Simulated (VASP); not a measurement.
Input of a VASP 6.6.1 run:

Contents of INCAR:

```
SYSTEM = Re
PREC = Accurate ; ENCUT = 520
EDIFF = 1E-6 ; ISMEAR = -1
SIGMA = 0.1 ; LREAL = .FALSE.
LASPH = .TRUE. ; NELM = 60
ALGO = Normal ; ISIF = 2
LWAVE = .FALSE. ; LCHARG = .FALSE.
NBANDS = 14
```

KPOINTS

```
Automatic mesh
0
G
  22 22 12
  0 0 0
```

Contents of POSCAR:

```
Re
1.0
    2.7021674082      0.0000000000      0.0000000000
   -1.3510837041      2.3401456208      0.0000000000
    0.0000000000      0.0000000000      4.3522396864
Re
2
Direct
    0.3333333333      0.6666666667      0.2500000000
    0.6666666667      0.3333333333      0.7500000000
```

Potentials or basis: VASP PAW LDA potentials, release 64 (Re).

Launch:

```bash
$ cat potpaw_LDA.64/Re/POTCAR > POTCAR
$ mpirun -np 1 vasp_std > vasp.out
```

(1) What does it give for the pressure?

(2) Predict the band gap on the k mesh.

## Answers

(1) 20.3 GPa.

(2) zero (bands 7 and 8 overlap by 3.91 eV).

Caveat: the cell stands under pressure; spin-orbit coupling is left out, which moves the levels of the heavy elements.
